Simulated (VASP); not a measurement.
Write the native input for VASP 6.6.1 that does the following.

| Quantity | Value |
| --- | --- |
| Task | single point |
| Functional | PBEsol |
| Potentials or basis | VASP PAW PBE potentials, release 64 (Sn_d, O) |
| Cutoff | 520 eV |
| k mesh | 5 × 5 × 6 |
| Occupations | fermi-dirac, width 0.05 eV |
| Spin | no spin polarisation |
| Dipole correction | no |
| Further INCAR settings | ALGO = Normal; EDIFF = 1e-07; NBANDS = 35 |

The structure of SnO2 lies in POSCAR:

```
SnO2
1.0
    4.7700576505      0.0000000000      0.0000000000
    0.0000000000      4.7687434393      0.0000000000
    0.0000000000      0.0000000000      3.2115498224
Sn O
2 4
Direct
    0.0000000000      0.0000000000      0.0000000000
    0.5000000000      0.5000000000      0.5000000000
    0.6939882629      0.6933684678      0.0000000000
    0.1939882629      0.8066315322      0.5000000000
    0.8060117371      0.1933684678      0.5000000000
    0.3060117371      0.3066315322      0.0000000000
```

These files were run (other wordings do the same):

INCAR

```
SYSTEM = SnO2
ALGO = Normal
EDIFF = 1E-7
ENCUT = 520
GGA = PS
ISIF = 2
ISMEAR = -1
LASPH = .TRUE.
LCHARG = .FALSE.
LREAL = .FALSE.
LWAVE = .FALSE.
NBANDS = 35
NELM = 80
PREC = Accurate
SIGMA = 0.05
```

KPOINTS

```
k-points
0
G
  5 5 6
  0 0 0
```

Potentials or basis: VASP PAW PBE potentials, release 64 (Sn_d, O).

Launch:

```bash
$ cat potpaw_PBE.64/Sn_d/POTCAR potpaw_PBE.64/O/POTCAR > POTCAR
$ mpirun -np 1 vasp_std > vasp.out
```

It gave:

```json
{
  "Pressure": "0.7 GPa",
  "Largest force": "0.023 eV/Å",
  "Band gap on the k mesh": "0.92 eV"
}
```

Caveat: the PAW data sets were made with another functional, which shifts forces and pressure a little; spin-orbit coupling is left out, which moves the levels of the heavy elements.

Wall time 29 s on 1 thread of Intel(R) Xeon(R) 6975P-C (Granite Rapids), with other jobs on the host, peak memory 0.21 GiB.
